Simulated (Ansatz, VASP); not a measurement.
Ti in VASP and in Ansatz

Contents of INCAR:

```
SYSTEM = Ti
  ALGO = Fast
  EDIFF = 1E-6
  ENCUT = 520
  GGA = PS
  ISIF = 2
  ISMEAR = 0
  LASPH = .TRUE.
  LCHARG = .FALSE.
  LREAL = .FALSE.
  LWAVE = .FALSE.
  NBANDS = 19
  NELM = 80
  PREC = Accurate
  SIGMA = 0.15
```

KPOINTS

```
k-points
0
G
  18 18 10
  0 0 0
```

The input POSCAR:

```
Ti
1.0
    2.9499978604      0.0000000000      0.0000000000
   -1.4749989302      2.5547730882      0.0000000000
    0.0000000000      0.0000000000      4.6157100000
Ti
2
Direct
    0.3333333333      0.6666666667      0.2500000000
    0.6666666667      0.3333333333      0.7500000000
```

Input for Ansatz:

```yaml
crystal:
  lattice:
    - [2.9499978604, 0.0, 0.0]
    - [-1.4749989302, 2.5547730882, 0.0]
    - [0.0, 0.0, 4.61571]
  atoms:
    - { symbol: Ti, position: [0.3333333333, 0.6666666667, 0.25] }
    - { symbol: Ti, position: [0.6666666667, 0.3333333333, 0.75] }
basis:
  ecutwfc: 420
kpoints:
  mp_grid: { grid: [18, 18, 10] }
hamiltonian:
  xc: pbesol
scf:
  occupations: { method: gaussian, width: 0.15 }
output:
  forces: true
  stress: true
  eigenvalues: true
```

Change from the starting cell: strain +0.000 along x and y, -0.015 along z, atoms carried along.

Alike in both runs: task single point; functional PBEsol; k mesh 18 × 18 × 10; occupations gaussian, width 0.15 eV; no spin polarisation.

|  | VASP | Ansatz |
| --- | --- | --- |
| version | VASP 6.6.1 | Ansatz 0.2.0 |
| potentials or method | VASP PAW PBE potentials, release 64 (Ti_sv), cutoff 520 eV | scalar-relativistic, plane waves, PAW |
| valence electrons in the cell | 24 | 24 |

|  | VASP | Ansatz | Ansatz less VASP |
| --- | --- | --- | --- |
| gap on the k mesh at the Fermi level (eV) | none | none | - |
| pressure (GPa) | -5.0 | -4.3 | +0.66 |
| traceless stress, the component that is largest in VASP (GPa) | 0.73 | 0.73 | +0.004 |

VASP's potentials were made for PBE, not for PBEsol. A gap of «none» marks a metal or a gap that the smearing closes.
